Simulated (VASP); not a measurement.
A run of VASP 6.6.1 is set up as follows.

The input INCAR:

```
ALGO = Fast
EDIFF = 1E-6
EDIFFG = -0.04
ENCUT = 600
GGA = PE
IBRION = 2
ISIF = 3
ISMEAR = 0
LASPH = T
LCHARG = F
LREAL = F
LWAVE = F
NELM = 80
NSW = 90
PREC = Accurate
SIGMA = 0.1
```

File KPOINTS:

```
k-points
0
Gamma
  6 6 2
```

POSCAR

```
CdBiO4
1.0
    3.4573497200      0.0000000000      0.0000000000
   -1.7286748600      2.9941526900      0.0000000000
    0.0000000000      0.0000000000      7.5183474500
Cd Bi O
1 1 4
Direct
    0.0000000000      0.0000000000      0.0000000000
    0.0000000000      0.0000000000      0.5000000000
    0.3333333300      0.6666666700      0.7377485600
    0.3333333300      0.6666666700      0.2622514400
    0.6666666700      0.3333333300      0.7377485600
    0.6666666700      0.3333333300      0.2622514400
```

Potentials or basis: VASP PAW PBE potentials, release 64 (Cd, Bi_d, O).

Launch:

```sh
$ cat potpaw_PBE.64/Cd/POTCAR potpaw_PBE.64/Bi_d/POTCAR potpaw_PBE.64/O/POTCAR > POTCAR
$ mpirun -np 1 vasp_std > vasp.out
```

**Question.** Predict the relaxed volume.

**Answer.** 12.58 Å³/atom.

**Question.** What does it give for the space group after relaxing (to 0.1 Å)?

**Answer.** P6/mmm (No. 191).

**Question.** Estimate the relaxed cell.

**Answer.** a = 3.750 Å, b = 3.750 Å, c = 6.198 Å, α = 90.00°, β = 90.00°, γ = 120.00°.

The path:
```tsv
step	energy change (eV)	largest force (eV/Å)	pressure (GPa)	volume (Å³)
1	0.0000	0.2506	6.47	77.83
2	-1.8047	0.0538	-6.64	83.09
3	-1.9515	0.1403	-8.99	84.32
4	-2.2415	0.5056	0.30	75.76
5	-2.2515	0.4655	-1.27	76.94
6	-2.2979	0.3454	0.71	75.59
7	-2.3050	0.2734	1.86	74.86
8	-2.3294	0.0356	-0.40	75.82
9	-2.3296	0.0173	-0.55	75.89
10	-2.3328	0.0066	-0.13	75.47
```

Caveat: the k points lie up to 0.51 Å⁻¹ apart in the final cell, too coarse for converged energies and pressures of a metal; a cell axis changed by over 15 % at a fixed basis, so the end point is rough; an odd number of electrons without spin polarisation forces a metal; a magnetic or distorted state may lie lower.
